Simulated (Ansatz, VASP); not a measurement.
# ZrC in VASP and in Ansatz

```
Zr C
1.0
     3.26953    0.00000    0.00000
    -1.63477    2.83150    0.00000
     0.00000    0.00000    2.93973
Zr C
1 1
Direct
  0.00000 0.00000 0.00000
  0.66667 0.33333 0.50000
```

Alike in both runs: task single point; functional r2SCAN; k mesh 12 × 12 × 12; occupations gaussian, width 0.05 eV; no spin polarisation.

|  | VASP | Ansatz |
| --- | --- | --- |
| version | VASP 6.6.1 | Ansatz 0.2.0 |
| potentials or method | VASP PAW PBE potentials, release 64 (Zr_sv, C), cutoff 520 eV | scalar-relativistic, plane waves, PAW |
| valence electrons in the cell | 16 | 16 |

```csv
,VASP,Ansatz,Ansatz less VASP
gap on the k mesh at the Fermi level (eV),none,none,-
pressure (GPa),-0.1,-0.3,-0.18
"traceless stress, the component that is largest in VASP (GPa)",-0.83,-0.83,-0.007
```

VASP's potentials were made for PBE, not for r2SCAN. A gap of «none» marks a metal or a gap that the smearing closes.
